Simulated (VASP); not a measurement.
# GaN (P6_3mc) in VASP: a series of runs

GaN is run at these levels: PBE; tasks: single point.

Program: VASP 6.6.1. These are calculated values, not measurements. Logs are shortened: lines on timing, memory, paths and dates and some standing lists are left out, and cuts for length are marked.

**1. The cell of the first run**

Symmetry: P6_3mc, No. 186, hexagonal system. Conventional cell: a = 3.339 Å, b = 3.339 Å, c = 5.424 Å, α = 90.00°, β = 90.00°, γ = 120.00°. Ga (site symmetry 3m) has 4 N at 2.03 to 2.04 Å within 2.7 Å. Within 2.7 Å of N (site symmetry 3m) lie 4 Ga at 2.03 to 2.04 Å.

**2. Single point, PBE (strain +0.050 along x and y, +0.050 along z)**

INCAR reads:

```
PREC     = Accurate       # precision mode
ENCUT    = 520            # plane-wave cutoff, eV
EDIFF    = 1E-6           # SCF threshold, eV
ISMEAR   = 0              # smearing method
SIGMA    = 0.05           # smearing width, eV
LREAL    = F              # projectors in reciprocal space
LASPH    = T              # aspherical terms in the spheres
NELM     = 80             # most SCF steps
ALGO     = Normal         # electronic algorithm
ISIF     = 2              # what is computed and relaxed
LWAVE    = F              # write WAVECAR
LCHARG   = F              # write CHGCAR
GGA      = PE             # functional
NBANDS   = 26             # bands
```

KPOINTS reads:

```
Automatic mesh
0
Gamma
  12 12 6
```

POSCAR reads:

```
GaN
1.0
    3.3389996435      0.0000000000      0.0000000000
   -1.6694998218      2.8916585145      0.0000000000
    0.0000000000      0.0000000000      5.4243000000
Ga N
2 2
Direct
    0.3333333333      0.6666666667      0.0000000000
    0.6666666667      0.3333333333      0.5000000000
    0.3333333333      0.6666666667      0.3750000000
    0.6666666667      0.3333333333      0.8750000000
```

Potentials or basis: VASP PAW PBE potentials, release 64 (Ga_d, N).

On the command line:

```
$ cat potpaw_PBE.64/Ga_d/POTCAR potpaw_PBE.64/N/POTCAR > POTCAR
$ mpirun -np 1 vasp_std > vasp.out
```

OUTCAR:

```text
PREC = Accurate
   ENCUT = 520
   EDIFF = 1E-6
   ISMEAR = 0
   LREAL = F
   LASPH = T
   NELM = 80
   ISIF = 2
   GGA = PE

 ion  position               nearest neighbor table
   1  0.333  0.667  0.000-   3 2.03   4 2.04   4 2.04   4 2.04
   2  0.667  0.333  0.500-   4 2.03   3 2.04   3 2.04   3 2.04
   3  0.333  0.667  0.375-   1 2.03   2 2.04   2 2.04   2 2.04
   4  0.667  0.333  0.875-   2 2.03   1 2.04   1 2.04   1 2.04

  LATTYP: Found a hexagonal cell.
 ALAT       =     3.3389996435
 C/A-ratio  =     1.6245284753

  Lattice vectors:

 A1 = (   3.3389996435,   0.0000000000,   0.0000000000)
 A2 = (  -1.6694998218,   2.8916585145,   0.0000000000)
 A3 = (   0.0000000000,   0.0000000000,   5.4243000000)

Analysis of symmetry for initial positions (statically):
=====================================================================
 Subroutine PRICEL returns:
 Original cell was already a primitive cell.

 Routine SETGRP: Setting up the symmetry group for a
 hexagonal supercell.

 Subroutine GETGRP returns: Found 12 space group operations
 (whereof  6 operations were pure point group operations)
 out of a pool of 24 trial point group operations.

The static configuration has the point symmetry C_3v.
 The point group associated with its full space group is C_6v.

Analysis of symmetry for dynamics (positions and initial velocities):
=====================================================================
 Subroutine PRICEL returns:
 Original cell was already a primitive cell.

 Routine SETGRP: Setting up the symmetry group for a
 hexagonal supercell.

 Subroutine GETGRP returns: Found 12 space group operations
 (whereof  6 operations were pure point group operations)
 out of a pool of 24 trial point group operations.

The dynamic configuration has the point symmetry C_3v.
 The point group associated with its full space group is C_6v.

 Subroutine INISYM returns: Found 12 space group operations
 (whereof  6 operations are pure point group operations),
 and found     1 'primitive' translations

----------------------------------------------------------------------------------------

                                     Primitive cell

  volume of cell :      52.3730

  direct lattice vectors                    reciprocal lattice vectors
     3.338999643  0.000000000  0.000000000     0.299490898  0.172911150  0.000000000
    -1.669499822  2.891658514  0.000000000     0.000000000  0.345822301  0.000000000
[... 83 lines left out ...]
   ISPIN  =      1    spin polarized calculation?
   LNONCOLLINEAR =      F non collinear calculations
   LSORBIT =      F    spin-orbit coupling
   LASPH  =      T    aspherical Exc in radial PAW
   ENCUT  =  520.0 eV  38.22 Ry    6.18 a.u.   6.21  6.21 10.09*2*pi/ulx,y,z
   NELM   =     80;   NELMIN=  2; NELMDL= -5     # of ELM steps
   EDIFF  = 0.1E-05   stopping-criterion for ELM
   LREAL  =      F    real-space projection
   EDIFFG = 0.1E-04   stopping-criterion for IOM
   NSW    =      0    number of steps for IOM
   IBRION =     -1    ionic relax: 0-MD 1-quasi-New 2-CG
   NFREE  =      0    steps in history (QN), initial steepest desc. (CG)
   ISIF   =      2    stress and relaxation
   ISYM   =      2    0-nonsym 1-usesym 2-fastsym
   POTIM  = 0.5000    time-step for ionic-motion
   TEBEG  =    0.0;   TEEND  =   0.0 temperature during run
   PSTRESS=    0.0 pullay stress
   NELECT =      36.0000    total number of electrons
   NUPDOWN=      -1.0000    fix difference up-down
   EMIN   =  10.00;   EMAX   =-10.00  energy-range for DOS
   EFERMI =   0.00;   METHOD = LEGACY
   ISMEAR =     0;   SIGMA  =   0.05  broadening in eV -4-tet -1-fermi 0-gaus
   EFERMI_NEDOS =   21; number of points for ismear=-14 and -15
   IALGO  =     38    algorithm
   IMIX   =      4    mixing-type and parameters
     AMIX     =   0.40;   BMIX     =  1.00
     AMIX_MAG =   1.60;   BMIX_MAG =  1.00
  volume/ion in A,a.u.               =      13.09        88.36
  Fermi-wavevector in a.u.,A,eV,Ry     =   1.444796  2.730269 28.401298  2.087437
  Thomas-Fermi vector in A             =   2.563051
   LORBIT       =      0    0 simple, 1 ext, 2 COOP (PROOUT), +10 PAW based schemes
   GGA     = PE    functional components
   LHFCALC =     F    Hartree Fock is set to
   AEXX    =    0.0000 exact exchange contribution
   IVDW    =     0    specifies the selected vdW correction
   LEPSILON=     F    determine dielectric tensor
   LRPA    =     F    only Hartree local field effects (RPA)
 non-spin polarized calculation
 Gauss-broadening in eV      SIGMA  =   0.05
  energy-cutoff  :      520.00
  volume of cell :       52.37
 maximum number of plane-waves:      1436
 NGX is ok and might be reduce to    28
   NGX = 13   NGY = 13   NGZ = 21

 number of electron      36.0000015 magnetization

 Free energy of the ion-electron system (eV)
  ---------------------------------------------------
  ext. energy  EPLUGINS =         0.00000000
  ---------------------------------------------------
  free energy    TOTEN  =       -24.06658226 eV

  energy without entropy =      -24.06658226  energy(sigma->0) =      -24.06658226

 E-fermi :   4.2182     XC(G=0): -10.9572

 val. band max:        3.9494487035   @ k =   0.0000   0.0000   0.0000
 cond. band min:       4.9442967014   @ k =   0.0000   0.0000   0.0000
 fundamental gap:      0.9948479980
 Fermi energy:         4.2182003034

 k-point     1 :       0.0000    0.0000    0.0000
  band No.  band energies     occupation
      1     -10.9651      2.00000
      2     -10.5112      2.00000
      3      -9.4669      2.00000
      4      -9.4529      2.00000
      5      -9.4529      2.00000
      6      -9.4133      2.00000
[... 685 lines left out ...]
     25      14.4622      0.00000
     26      15.8316      0.00000

 [... further k-points ...]
[... 5 lines left out ...]
  --------------------------------------------------------------------------------------
  -------------------------------------------------------------------------------------
  Total       -4.7812534     -4.7812534     -4.4126519      0.0000000     -0.0000000     -0.0000000
  in kB     -146.2666331   -146.2666331   -134.9904888      0.0000000     -0.0000000     -0.0000000
  external PRESSURE =    -142.5079183 kB  Pullay stress =       0.0000000 kB

 VOLUME and BASIS-vectors are now :
 -----------------------------------------------------------------------------
  energy-cutoff  :      520.00
  volume of cell :       52.37
      direct lattice vectors                 reciprocal lattice vectors
     3.338999643  0.000000000  0.000000000     0.299490898  0.172911150  0.000000000
    -1.669499822  2.891658514  0.000000000     0.000000000  0.345822301  0.000000000
     0.000000000  0.000000000  5.424300000     0.000000000  0.000000000  0.184355585

 POSITION                                       TOTAL-FORCE (eV/Angst)
 -----------------------------------------------------------------------------------
     -0.00000      1.92777      0.00000         0.000000      0.000000     -0.097903
      1.66950      0.96389      2.71215        -0.000000      0.000000     -0.097903
     -0.00000      1.92777      2.03411         0.000000      0.000000      0.097903
      1.66950      0.96389      4.74626        -0.000000      0.000000      0.097903
 -----------------------------------------------------------------------------------
    total drift:                               -0.000000     -0.000000      0.000713

  FREE ENERGIE OF THE ION-ELECTRON SYSTEM (eV)
  ---------------------------------------------------
  free  energy   TOTEN  =       -24.0665822576 eV

  energy  without entropy=      -24.0665822576  energy(sigma->0) =      -24.06658226
```

OSZICAR:

```text
N       E                     dE             d eps       ncg     rms          rms(c)
DAV:   1     0.284809295419E+03    0.28481E+03   -0.17622E+04  4140   0.247E+03
DAV:   2     0.114133812777E+02   -0.27340E+03   -0.25818E+03  4344   0.488E+02
DAV:   3    -0.262580000392E+02   -0.37671E+02   -0.37022E+02  4694   0.144E+02
DAV:   4    -0.276686601749E+02   -0.14107E+01   -0.14033E+01  4702   0.301E+01
DAV:   5    -0.277008691864E+02   -0.32209E-01   -0.32172E-01  4912   0.433E+00    0.103E+01
DAV:   6    -0.240318790094E+02    0.36690E+01   -0.10294E+01  6540   0.445E+01    0.320E+00
DAV:   7    -0.240857039319E+02   -0.53825E-01   -0.11500E+00  4186   0.926E+00    0.258E+00
DAV:   8    -0.240824271462E+02    0.32768E-02   -0.20886E-01  6144   0.421E+00    0.105E+00
DAV:   9    -0.240662183697E+02    0.16209E-01   -0.41069E-02  5948   0.307E+00    0.476E-01
DAV:  10    -0.240665939507E+02   -0.37558E-03   -0.94796E-03  4168   0.555E-01    0.123E-01
DAV:  11    -0.240666022528E+02   -0.83021E-05   -0.28421E-04  5306   0.334E-01    0.818E-02
DAV:  12    -0.240665935961E+02    0.86567E-05   -0.57393E-05  4334   0.561E-02    0.703E-02
DAV:  13    -0.240665905881E+02    0.30081E-05   -0.39641E-06  4578   0.183E-02    0.495E-02
DAV:  14    -0.240665817001E+02    0.88880E-05   -0.61120E-05  4464   0.792E-02    0.333E-02
DAV:  15    -0.240665822576E+02   -0.55752E-06   -0.83492E-06  4156   0.214E-02
   1 F= -.24066582E+02 E0= -.24066582E+02  d E =-.185231E-16
```

Wall time 85 s (1 thread of Intel Xeon Platinum 8259CL at 2.50GHz (Skylake/Cascade Lake), shared host); peak memory 0.23 GiB.

What came out:

```
Free energy            : -24.0666 eV
Pressure               : -14.3 GPa
Largest force          : 0.098 eV/Å
Band gap on the k mesh : 0.99 eV, direct
```

Forces in eV/Å, atoms in the order of the input:
```
Ga   0.000  0.000 -0.098
Ga   0.000  0.000 -0.098
N    0.000  0.000  0.098
N    0.000  0.000  0.098
```

Stress tensor (GPa, compression positive):
```
-14.63   0.00   0.00
  0.00 -14.63   0.00
  0.00   0.00 -13.50
```

Caveat: the cell differs from its parent crystal (strain +0.050 along x and y, +0.050 along z).

**3. Single point, PBE (strain -0.050 along x and y, -0.050 along z)**

INCAR reads:

```
  PREC = Accurate
  ENCUT = 520
  EDIFF = 1E-6
  ISMEAR = 0
  SIGMA = 0.05
  LREAL = F
  LASPH = T
  NELM = 100
  ALGO = Normal
  ISIF = 2
  LWAVE = F
  LCHARG = F
  GGA = PE
  NBANDS = 26
```

KPOINTS reads:

```
regular mesh
0
Gamma
  12 12 6
```

POSCAR reads:

```
GaN
1.0
    3.0209996775      0.0000000000      0.0000000000
   -1.5104998388      2.6162624655      0.0000000000
    0.0000000000      0.0000000000      4.9077000000
Ga N
2 2
Direct
    0.3333333333      0.6666666667      0.0000000000
    0.6666666667      0.3333333333      0.5000000000
    0.3333333333      0.6666666667      0.3750000000
    0.6666666667      0.3333333333      0.8750000000
```

Potentials or basis: VASP PAW PBE potentials, release 64 (Ga_d, N).

On the command line:

```
$ cat potpaw_PBE.64/Ga_d/POTCAR potpaw_PBE.64/N/POTCAR > POTCAR
$ mpirun -np 1 vasp_std > vasp.out
```

Wall time 81 s (1 thread of Intel Xeon Platinum 8488C (Sapphire Rapids), shared host); peak memory 0.19 GiB.

Results (log left out):

```yaml
Free_energy: -23.2287 eV
Pressure: 50.3 GPa
Largest_force: 0.178 eV/Å
Band_gap_on_the_k_mesh: 3.01 eV, direct
```

Forces on the atoms (eV/Å):
```
Ga   0.000  0.000 -0.178
Ga   0.000  0.000 -0.178
N    0.000  0.000  0.178
N    0.000  0.000  0.178
```

Stress tensor (GPa, compression positive):
```
48.93  0.00  0.00
 0.00 48.93  0.00
 0.00  0.00 52.95
```

Levels at points of the mesh, in eV from the valence-band top:
```
           k point  band 16  band 17  band 18  band 19  band 20  band 21
(0.00, 0.00, 0.00)    -0.07     0.00     0.00     3.01     5.33    10.14
(0.50, 0.00, 0.00)    -3.39    -2.75    -1.20     5.48     6.19     6.82
(0.00, 0.00, 0.50)    -0.65    -0.65    -0.65     5.29     5.29     9.37
(0.50, 0.00, 0.50)    -2.38    -2.28    -2.28     4.88     4.88     8.80
```

Caveat: the cell differs from its parent crystal (strain -0.050 along x and y, -0.050 along z). A k mesh can miss the band edges.

(Part 1 of 2 ends here.)
